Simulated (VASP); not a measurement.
# TaN (P6/mmm) in VASP: notebook

Runs on TaN. Level: PBEsol. Tasks: single point.

All numbers are computed with VASP 6.6.1; they aren't measurements. Logs are shortened: lines on timing, memory, paths and dates and some standing lists are left out, and cuts for length are marked.

**1. The cell of the first run**

Symmetry: P6/mmm, No. 191, hexagonal system. The conventional cell has a = 5.191 Å, b = 5.191 Å, c = 2.908 Å, α = 90.00°, β = 90.00°, γ = 120.00°. Within 3.4 Å of Ta (site symmetry 6/mmm) lie 6 N at 2.60 Å and 14 Ta at 2.91 to 3.33 Å. Ta (site symmetry -6m2) has 6 N at 2.09 Å within 2.8 Å. N (site symmetry mmm) has 6 Ta at 2.09 to 2.60 Å and 4 N at 2.60 Å within 2.8 Å.

**2. Single point, PBEsol**

File INCAR:

```
SYSTEM = TaN
PREC = Accurate
ENCUT = 520
EDIFF = 1E-7
ISMEAR = -1
SIGMA = 0.05
LREAL = .FALSE.
LASPH = .TRUE.
NELM = 80
ALGO = Normal
ISIF = 2
LWAVE = .FALSE.
LCHARG = .TRUE.
GGA = PS
LELF = .TRUE.
LVHAR = .TRUE.
NBANDS = 33
```

File KPOINTS:

```
regular mesh
0
G
  5 5 8
  0 0 0
```

File POSCAR:

```
TaN
1.0
    5.1910000000      0.0000000000      0.0000000000
   -2.5955000000      4.4955380000      0.0000000000
    0.0000000000      0.0000000000      2.9080000000
Ta N
3 3
Direct
    0.0000000000      0.0000000000      0.0000000000
    0.3333333333      0.6666666667      0.5000000000
    0.6666666667      0.3333333333      0.5000000000
    0.5000000000      0.0000000000      0.0000000000
    0.5000000000      0.5000000000      0.0000000000
    0.0000000000      0.5000000000      0.0000000000
```

Potentials or basis: VASP PAW PBE potentials, release 64 (Ta_pv, N).

The run is started by

```bash
$ cat potpaw_PBE.64/Ta_pv/POTCAR potpaw_PBE.64/N/POTCAR > POTCAR
$ mpirun -np 1 vasp_std > vasp.out
```

OUTCAR:

```text
SYSTEM = TaN
   PREC = Accurate
   ENCUT = 520
   EDIFF = 1E-7
   ISMEAR = -1
   LREAL = .FALSE.
   LASPH = .TRUE.
   NELM = 80
   ISIF = 2
   GGA = PS

 ion  position               nearest neighbor table
   1  0.000  0.000  0.000-   4 2.60   4 2.60   6 2.60   6 2.60   5 2.60   5 2.60   3 3.33   3 3.33
                             2 3.33   2 3.33   2 3.33   3 3.33   2 3.33   3 3.33   2 3.33   3 3.33
   2  0.333  0.667  0.500-   6 2.09   6 2.09   5 2.09   5 2.09   4 2.09   4 2.09   3 3.00   3 3.00
                             3 3.00   1 3.33   1 3.33   1 3.33   1 3.33   1 3.33   1 3.33
   3  0.667  0.333  0.500-   6 2.09   6 2.09   5 2.09   5 2.09   4 2.09   4 2.09   2 3.00   2 3.00
                             2 3.00   1 3.33   1 3.33   1 3.33   1 3.33   1 3.33   1 3.33
   4  0.500  0.000  0.000-   2 2.09   3 2.09   2 2.09   3 2.09   1 2.60   1 2.60
   5  0.500  0.500  0.000-   2 2.09   3 2.09   2 2.09   3 2.09   1 2.60   1 2.60
   6  0.000  0.500  0.000-   2 2.09   3 2.09   2 2.09   3 2.09   1 2.60   1 2.60

  LATTYP: Found a hexagonal cell.
 ALAT       =     5.1910000000
 C/A-ratio  =     0.5602003468

  Lattice vectors:

 A1 = (   5.1910000000,   0.0000000000,   0.0000000000)
 A2 = (  -2.5955000000,   4.4955380000,   0.0000000000)
 A3 = (   0.0000000000,   0.0000000000,   2.9080000000)

Analysis of symmetry for initial positions (statically):
=====================================================================
 Subroutine PRICEL returns:
 Original cell was already a primitive cell.

 Routine SETGRP: Setting up the symmetry group for a
 hexagonal supercell.

 Subroutine GETGRP returns: Found 24 space group operations
 (whereof 24 operations were pure point group operations)
 out of a pool of 24 trial point group operations.

The static configuration has the point symmetry D_6h.

Analysis of symmetry for dynamics (positions and initial velocities):
=====================================================================
 Subroutine PRICEL returns:
 Original cell was already a primitive cell.

 Routine SETGRP: Setting up the symmetry group for a
 hexagonal supercell.

 Subroutine GETGRP returns: Found 24 space group operations
 (whereof 24 operations were pure point group operations)
 out of a pool of 24 trial point group operations.

The dynamic configuration has the point symmetry D_6h.

 Subroutine INISYM returns: Found 24 space group operations
 (whereof 24 operations are pure point group operations),
 and found     1 'primitive' translations

----------------------------------------------------------------------------------------

                                     Primitive cell

  volume of cell :      67.8621

  direct lattice vectors                    reciprocal lattice vectors
     5.191000000  0.000000000  0.000000000     0.192641110  0.111221393  0.000000000
    -2.595500000  4.495538000  0.000000000     0.000000000  0.222442787  0.000000000
     0.000000000  0.000000000  2.908000000     0.000000000  0.000000000  0.343878955

  length of vectors
     5.191000000  5.191000112  2.908000000     0.222442791  0.222442787  0.343878955

  position of ions in fractional coordinates (direct lattice)
     0.000000000  0.000000000  0.000000000
     0.333333333  0.666666667  0.500000000
     0.666666667  0.333333333  0.500000000
     0.500000000  0.000000000  0.000000000
     0.500000000  0.500000000  0.000000000
     0.000000000  0.500000000  0.000000000

  ion indices of the primitive-cell ions
   primitive index   ion index
                 1           1
                 2           2
                 3           3
                 4           4
                 5           5
                 6           6

----------------------------------------------------------------------------------------

 KPOINTS: regular mesh

Automatic generation of k-mesh.
 Grid dimensions read from file:
 generate k-points for:    5    5    8

 Generating k-lattice:

  Cartesian coordinates                     Fractional coordinates (reciprocal lattice)
     0.038528222  0.022244279  0.000000000     0.200000000  0.000000000  0.000000000
     0.000000000  0.044488557  0.000000000     0.000000000  0.200000000  0.000000000
     0.000000000  0.000000000  0.042984869     0.000000000  0.000000000  0.125000000

  Length of vectors
     0.044488558  0.044488557  0.042984869

  Shift w.r.t. Gamma in fractional coordinates (k-lattice)
     0.000000000  0.000000000  0.000000000

 Subroutine IBZKPT returns following result:
 ===========================================

 Found     25 irreducible k-points:

 Following reciprocal coordinates:
            Coordinates               Weight
  0.000000  0.000000  0.000000      1.000000
  0.200000  0.000000  0.000000      6.000000
  0.400000  0.000000  0.000000      6.000000
  0.200000  0.200000  0.000000      6.000000
  0.400000  0.200000  0.000000      6.000000
  0.000000  0.000000  0.125000      2.000000
[... 16 lines left out ...]
  0.400000  0.000000  0.500000      6.000000
  0.200000  0.200000  0.500000      6.000000
   k-points           NKPTS =     25   k-points in BZ     NKDIM =     25   number of bands    NBANDS=     33
   number of dos      NEDOS =    301   number of ions     NIONS =      6
   total plane-waves  NPLWV =  38400
   dimension x,y,z NGX =    40 NGY =   40 NGZ =   24
   dimension x,y,z NGXF=    80 NGYF=   80 NGZF=   48
   ions per type =               3   3
   NGX,Y,Z   is equivalent  to a cutoff of  12.81, 12.81, 13.72 a.u.
   NGXF,Y,Z  is equivalent  to a cutoff of  25.62, 25.62, 27.44 a.u.
 SYSTEM =  TaN
   PREC   = accura    normal or accurate (medium, high low for compatibility)
   ISTART =      0    job   : 0-new  1-cont  2-samecut
   ICHARG =      2    charge: 1-file 2-atom 10-const
   ISPIN  =      1    spin polarized calculation?
   LNONCOLLINEAR =      F non collinear calculations
   LSORBIT =      F    spin-orbit coupling
   LASPH  =      T    aspherical Exc in radial PAW
   ENCUT  =  520.0 eV  38.22 Ry    6.18 a.u.   9.65  9.65  5.41*2*pi/ulx,y,z
   NELM   =     80;   NELMIN=  2; NELMDL= -5     # of ELM steps
   EDIFF  = 0.1E-06   stopping-criterion for ELM
   LREAL  =      F    real-space projection
   EDIFFG = 0.1E-05   stopping-criterion for IOM
   NSW    =      0    number of steps for IOM
   IBRION =     -1    ionic relax: 0-MD 1-quasi-New 2-CG
   NFREE  =      0    steps in history (QN), initial steepest desc. (CG)
   ISIF   =      2    stress and relaxation
   ISYM   =      2    0-nonsym 1-usesym 2-fastsym
   POTIM  = 0.5000    time-step for ionic-motion
   TEBEG  =    0.0;   TEEND  =   0.0 temperature during run
   PSTRESS=    0.0 pullay stress
   NELECT =      48.0000    total number of electrons
   NUPDOWN=      -1.0000    fix difference up-down
   EMIN   =  10.00;   EMAX   =-10.00  energy-range for DOS
   EFERMI =   0.00;   METHOD = LEGACY
   ISMEAR =    -1;   SIGMA  =   0.05  broadening in eV -4-tet -1-fermi 0-gaus
   EFERMI_NEDOS =   21; number of points for ismear=-14 and -15
   IALGO  =     38    algorithm
   IMIX   =      4    mixing-type and parameters
     AMIX     =   0.40;   BMIX     =  1.00
     AMIX_MAG =   1.60;   BMIX_MAG =  1.00
  volume/ion in A,a.u.               =      11.31        76.33
  Fermi-wavevector in a.u.,A,eV,Ry     =   1.458634  2.756418 28.947918  2.127612
  Thomas-Fermi vector in A             =   2.575295
   LORBIT       =      0    0 simple, 1 ext, 2 COOP (PROOUT), +10 PAW based schemes
   GGA     = PS    functional components
   LHFCALC =     F    Hartree Fock is set to
   AEXX    =    0.0000 exact exchange contribution
   IVDW    =     0    specifies the selected vdW correction
   LEPSILON=     F    determine dielectric tensor
   LRPA    =     F    only Hartree local field effects (RPA)
 non-spin polarized calculation
  energy-cutoff  :      520.00
  volume of cell :       67.86
 maximum number of plane-waves:      1858
 NGX is ok and might be reduce to    40
   NGX = 19   NGY = 19   NGZ = 11

 number of electron      47.9999999 magnetization

 Free energy of the ion-electron system (eV)
  ---------------------------------------------------
  ext. energy  EPLUGINS =         0.00000000
  ---------------------------------------------------
  free energy    TOTEN  =       -68.71841252 eV

  energy without entropy =      -68.71013355  energy(sigma->0) =      -68.71427303

 E-fermi :   8.0512     XC(G=0): -13.1948

 val. band max:        8.0256666131   @ k =   0.0000   0.0000   0.3750
 cond. band min:       8.0894374057   @ k =   0.2000   0.0000   0.2500
 fundamental gap:      0.0637707926
 Fermi energy:         8.0512083710

 k-point     1 :       0.0000    0.0000    0.0000
  band No.  band energies     occupation
      1     -28.1082      2.00000
      2     -28.1082      2.00000
      3     -27.7156      2.00000
      4     -27.7156      2.00000
      5     -27.4980      2.00000
      6     -27.3796      2.00000
[... 25 lines left out ...]
     32      11.3048      0.00000
     33      11.3048      0.00000

 k-point     2 :       0.2000    0.0000    0.0000
  band No.  band energies     occupation
      1     -28.1358      2.00000
      2     -28.0896      2.00000
      3     -27.6966      2.00000
      4     -27.6768      2.00000
      5     -27.4862      2.00000
      6     -27.4221      2.00000
[... 25 lines left out ...]
     32      11.4545      0.00000
     33      11.6909      0.00000
[... 754 lines left out ...]
     32      12.1811      0.00000
     33      13.5640      0.00000

 k-point    24 :       0.2000    0.2000    0.5000
  band No.  band energies     occupation
      1     -28.3979      2.00000
      2     -28.2650      2.00000
      3     -27.9788      2.00000
      4     -27.8584      2.00000
      5     -27.6260      2.00000
      6     -27.4953      2.00000
[... 25 lines left out ...]
     32      11.9863      0.00000
     33      13.3929      0.00000

 [... further k-points ...]

------------------------ aborting loop because EDIFF is reached ----------------------------------------

  FORCE on cell =-STRESS in cart. coord.  units (eV):
  Direction    XX          YY          ZZ          XY          YZ          ZX
  --------------------------------------------------------------------------------------
  -------------------------------------------------------------------------------------
  Total        0.7842319      0.7842320      0.7327850      0.0000000      0.0000000      0.0000000
  in kB       18.5151824     18.5151834     17.3005553      0.0000000      0.0000000      0.0000000
  external PRESSURE =      18.1103070 kB  Pullay stress =       0.0000000 kB

 VOLUME and BASIS-vectors are now :
 -----------------------------------------------------------------------------
  energy-cutoff  :      520.00
  volume of cell :       67.86
      direct lattice vectors                 reciprocal lattice vectors
     5.191000000  0.000000000  0.000000000     0.192641110  0.111221393  0.000000000
    -2.595500000  4.495538000  0.000000000     0.000000000  0.222442787  0.000000000
     0.000000000  0.000000000  2.908000000     0.000000000  0.000000000  0.343878955

 POSITION                                       TOTAL-FORCE (eV/Angst)
 -----------------------------------------------------------------------------------
      0.00000      0.00000      0.00000         0.000000     -0.000000      0.000000
     -0.00000      2.99703      1.45400        -0.000000      0.000000      0.000000
      2.59550      1.49851      1.45400         0.000000     -0.000000      0.000000
      2.59550      0.00000      0.00000         0.000000     -0.000000      0.000000
      1.29775      2.24777      0.00000         0.000000     -0.000000      0.000000
     -1.29775      2.24777      0.00000         0.000000     -0.000000      0.000000
 -----------------------------------------------------------------------------------
    total drift:                               -0.000000      0.000000     -0.000000

  FREE ENERGIE OF THE ION-ELECTRON SYSTEM (eV)
  ---------------------------------------------------
  free  energy   TOTEN  =       -68.7184125210 eV

  energy  without entropy=      -68.7101335488  energy(sigma->0) =      -68.71427303
```

Wall time 93 s (1 thread of Intel Xeon Platinum 8488C (Sapphire Rapids), shared host); peak memory 0.21 GiB.

What came out:

| Quantity | Value |
| --- | --- |
| Free energy | -68.7184 eV |
| Pressure | 1.8 GPa |
| Band gap on the k mesh | zero (band 24 reaches 8.91 eV, above the bottom of band 25 at 6.76 eV) |

Caveat: the PAW data sets were made with another functional, which shifts forces and pressure a little; spin-orbit coupling is left out, which moves the levels of the heavy elements.

**3. Single point, PBEsol**

This run uses another cell than the first one, of 11.61 Å³/atom, 1.027 times its volume.

File INCAR:

```
SYSTEM = TaN
PREC = Accurate
ENCUT = 520
EDIFF = 1E-6
ISMEAR = -1
SIGMA = 0.05
LREAL = .False.
LASPH = .True.
NELM = 60
ALGO = Normal
ISIF = 2
LWAVE = .False.
LCHARG = .False.
GGA = PS
NBANDS = 33
```

File KPOINTS:

```
regular mesh
0
Gamma
  5 5 8
  0 0 0
```

Edit POSCAR of step 2 so:

```diff
@@ -2,5 +2,5 @@
 1.0
-    5.1910000000      0.0000000000      0.0000000000
-   -2.5955000000      4.4955380000      0.0000000000
-    0.0000000000      0.0000000000      2.9080000000
+    5.2367380395      0.0000000000      0.0000000000
+   -2.6183690198      4.5351483053      0.0000000000
+    0.0000000000      0.0000000000      2.9336224656
 Ta N
```

Potentials or basis: VASP PAW PBE potentials, release 64 (Ta_pv, N).

The run is started by

```bash
$ cat potpaw_PBE.64/Ta_pv/POTCAR potpaw_PBE.64/N/POTCAR > POTCAR
$ mpirun -np 1 vasp_std > vasp.out
```

Wall time 64 s (1 thread of Intel Xeon Platinum 8488C (Sapphire Rapids), shared host); peak memory 0.21 GiB.

It converged, with:

```yaml
Free_energy: -68.6928 eV
Pressure: -6.4 GPa
Band_gap_on_the_k_mesh: zero (band 24 reaches 8.59 eV, above the bottom of band 25 at 6.53 eV)
```

Stress tensor (GPa, compression positive):
```
-5.38  0.00  0.00
 0.00 -5.38  0.00
 0.00  0.00 -8.52
```

Levels at points of the mesh, in eV from the Fermi level:
```csv
k point,band 22,band 23,band 24,band 25,band 26,band 27
"(0.00, 0.00, 0.00)",-2.42,-2.04,-1.23,-1.23,0.77,0.77
"(0.00, 0.00, 0.50)",-3.03,-1.86,0.83,0.83,1.42,1.62
```

Caveat: the PAW data sets were made with another functional, which shifts forces and pressure a little; spin-orbit coupling is left out, which moves the levels of the heavy elements.

**4. Single point, PBEsol**

This run uses another cell than the first one, of 11.91 Å³/atom, 1.053 times its volume.

Edit INCAR of step 3 so:

```diff
@@ -8,3 +8,3 @@
 LASPH = .True.
-NELM = 60
+NELM = 100
 ALGO = Normal
```

File KPOINTS:

```
Automatic mesh
0
Gamma
  5 5 8
  0 0 0
```

Edit POSCAR of step 3 so:

```diff
@@ -2,5 +2,5 @@
 1.0
-    5.2367380395      0.0000000000      0.0000000000
-   -2.6183690198      4.5351483053      0.0000000000
-    0.0000000000      0.0000000000      2.9336224656
+    5.2816907794      0.0000000000      0.0000000000
+   -2.6408453897      4.5740785211      0.0000000000
+    0.0000000000      0.0000000000      2.9588050060
 Ta N
```

Potentials or basis: VASP PAW PBE potentials, release 64 (Ta_pv, N).

The run is started by

```bash
$ cat potpaw_PBE.64/Ta_pv/POTCAR potpaw_PBE.64/N/POTCAR > POTCAR
$ mpirun -np 1 vasp_std > vasp.out
```

OUTCAR:

```text
SYSTEM = TaN
   PREC = Accurate
   ENCUT = 520
   EDIFF = 1E-6
   ISMEAR = -1
   LREAL = .False.
   LASPH = .True.
   NELM = 100
   ISIF = 2
   GGA = PS

 ion  position               nearest neighbor table
   1  0.000  0.000  0.000-   4 2.64   4 2.64   6 2.64   6 2.64   5 2.64   5 2.64   3 3.39   3 3.39
                             2 3.39   2 3.39   2 3.39   3 3.39   2 3.39   3 3.39   2 3.39   3 3.39
   2  0.333  0.667  0.500-   6 2.12   6 2.12   5 2.12   5 2.12   4 2.12   4 2.12   3 3.05   3 3.05
                             3 3.05   1 3.39   1 3.39   1 3.39   1 3.39   1 3.39   1 3.39
[... 1076 lines left out ...]
  Total       -5.2020918     -5.2020921     -7.7729990      0.0000000     -0.0000000      0.0000000
  in kB     -116.5992239   -116.5992306   -174.2233112      0.0000000     -0.0000000      0.0000000
  external PRESSURE =    -135.8072553 kB  Pullay stress =       0.0000000 kB

 VOLUME and BASIS-vectors are now :
 -----------------------------------------------------------------------------
  energy-cutoff  :      520.00
  volume of cell :       71.48
      direct lattice vectors                 reciprocal lattice vectors
     5.281690779  0.000000000  0.000000000     0.189333310  0.109311635  0.000000000
    -2.640845390  4.574078521  0.000000000     0.000000000  0.218623269  0.000000000
     0.000000000  0.000000000  2.958805006     0.000000000  0.000000000  0.337974283

 POSITION                                       TOTAL-FORCE (eV/Angst)
 -----------------------------------------------------------------------------------
      0.00000      0.00000      0.00000         0.000000      0.000000     -0.000000
     -0.00000      3.04939      1.47940         0.000000     -0.000000     -0.000000
      2.64085      1.52469      1.47940        -0.000000      0.000000      0.000000
      2.64085      0.00000      0.00000         0.000000      0.000000     -0.000000
      1.32042      2.28704      0.00000         0.000000      0.000000     -0.000000
     -1.32042      2.28704      0.00000         0.000000      0.000000     -0.000000
 -----------------------------------------------------------------------------------
    total drift:                               -0.000000      0.000000     -0.000000

  FREE ENERGIE OF THE ION-ELECTRON SYSTEM (eV)
  ---------------------------------------------------
  free  energy   TOTEN  =       -68.5803193882 eV

  energy  without entropy=      -68.5724308466  energy(sigma->0) =      -68.57637512
```

OSZICAR:

```text
N       E                     dE             d eps       ncg     rms          rms(c)
DAV:   1     0.438775312896E+03    0.43878E+03   -0.26161E+04  1650   0.151E+03
DAV:   2    -0.492232173537E+02   -0.48800E+03   -0.46481E+03  1891   0.443E+02
DAV:   3    -0.780559707257E+02   -0.28833E+02   -0.28174E+02  2035   0.103E+02
DAV:   4    -0.787125825184E+02   -0.65661E+00   -0.65015E+00  2049   0.150E+01
DAV:   5    -0.787305623213E+02   -0.17980E-01   -0.17952E-01  2084   0.189E+00    0.419E+01
DAV:   6    -0.693140853414E+02    0.94165E+01   -0.47103E+01  2062   0.368E+01    0.180E+01
DAV:   7    -0.688033735628E+02    0.51071E+00   -0.37892E+00  2128   0.137E+01    0.105E+01
DAV:   8    -0.686260927486E+02    0.17728E+00   -0.75618E-01  2104   0.511E+00    0.381E+00
DAV:   9    -0.685821726231E+02    0.43920E-01   -0.10849E-01  2048   0.299E+00    0.480E-01
DAV:  10    -0.685806630890E+02    0.15095E-02   -0.18787E-02  2081   0.716E-01    0.218E-01
DAV:  11    -0.685803439847E+02    0.31910E-03   -0.25053E-03  2052   0.313E-01    0.500E-02
DAV:  12    -0.685803198344E+02    0.24150E-04   -0.21039E-04  2042   0.904E-02    0.210E-02
DAV:  13    -0.685803193882E+02    0.44626E-06   -0.97201E-06  2054   0.209E-02
   1 F= -.68580319E+02 E0= -.68576375E+02  d E =-.788854E-02
```

Run time: 65 s. Hardware: 1 thread of Intel Xeon Platinum 8488C (Sapphire Rapids), shared host; peak memory 0.21 GiB.

Results:

```
Free energy            : -68.5803 eV
Pressure               : -13.6 GPa
Band gap on the k mesh : zero (band 24 reaches 8.29 eV, above the bottom of band 25 at 6.32 eV)
```

Caveat: the PAW data sets were made with another functional, which shifts forces and pressure a little; spin-orbit coupling is left out, which moves the levels of the heavy elements.

(Continued in part 2 of 2.)
